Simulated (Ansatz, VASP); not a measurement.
**One calculation of CaB2H2, two programs**

Contents of POSCAR:

```
CaB2H2
1.0
    3.4767192709      0.0000000000      0.0000000000
   -1.7383596355      3.0109272105      0.0000000000
    0.0000000000      0.0000000000      3.9792940000
Ca B H
1 2 2
Direct
    0.0000000000      0.0000000000      0.0000000000
    0.3333333333      0.6666666667      0.4628360000
    0.6666666667      0.3333333333      0.5371640000
    0.3333333333      0.6666666667      0.1511690000
    0.6666666667      0.3333333333      0.8488310000
```

The input INCAR.step1:

```
SYSTEM = CaB2H2
PREC = Accurate
ENCUT = 520
ISMEAR = 0
SIGMA = 0.05
LREAL = .False.
LASPH = .True.
NELM = 100
NBANDS = 17
GGA = PE
ALGO = Normal
EDIFF = 1E-4
LWAVE = .True.
LCHARG = .False.
```

INCAR.step2

```
SYSTEM = CaB2H2
PREC = Accurate
ENCUT = 520
EDIFF = 1E-7
ISMEAR = 0
SIGMA = 0.05
LREAL = .False.
LASPH = .True.
NELM = 100
ALGO = Normal
ISIF = 2
LWAVE = .False.
LCHARG = .False.
METAGGA = R2SCAN
LMIXTAU = .True.
IVDW = 13
VDW_S6 = 1.0
VDW_S8 = 0.6018749
VDW_A1 = 0.51559235
VDW_A2 = 5.77342911
NBANDS = 17
ISTART = 1
```

The input KPOINTS:

```
Automatic mesh
0
Gamma
  9 9 7
  0 0 0
```

File input.yaml:

```yaml
crystal:
  lattice:
    - [3.4767192709, 0.0, 0.0]
    - [-1.7383596355, 3.0109272105, 0.0]
    - [0.0, 0.0, 3.979294]
  atoms:
    - { symbol: Ca, position: [0.0, 0.0, 0.0] }
    - { symbol: B, position: [0.3333333333, 0.6666666667, 0.462836] }
    - { symbol: B, position: [0.6666666667, 0.3333333333, 0.537164] }
    - { symbol: H, position: [0.3333333333, 0.6666666667, 0.151169] }
    - { symbol: H, position: [0.6666666667, 0.3333333333, 0.848831] }
hamiltonian:
  xc: r2scan
  pseudopotentials: { kind: paw }
  dispersion: d4
kpoints:
  mp_grid: { grid: [9, 9, 7] }
scf:
  occupations: { method: gaussian, width: 0.05 }
  n_extra_bands: 20
output:
  eigenvalues: true
  optics: { e_range: [0, 14], sigma: 0.1, nscf_kmesh: { grid: [12, 12, 10] } }
```

Alike in both runs: functional r2SCAN; dispersion D4; k mesh 9 × 9 × 7; occupations gaussian, width 0.05 eV; no spin polarisation.

|  | VASP | Ansatz |
| --- | --- | --- |
| version | VASP 6.6.1 | Ansatz 0.2.0 |
| potentials or method | VASP PAW PBE potentials, release 64 (Ca_sv, B, H) | Ansatz PAW |
| plane-wave cutoff (eV) | 520 | 500 |
| valence electrons in the cell | 18 | 18 |
| task | single point | optical spectrum |

Ansatz gave:

```
gap on the k mesh at the Fermi level (eV) : 0.34
least direct gap on the mesh (eV)         : 2.17
```

Problem. What did VASP give for the same quantities?

Solution. gap on the k mesh at the Fermi level (eV): 0.35; least direct gap on the mesh (eV): 2.17.

VASP's potentials were made for PBE, not for r2SCAN.

Noted on Ansatz's run: odd divisions of the mesh miss points on the zone boundary, where band edges often lie, so the gap on the mesh can be too wide.
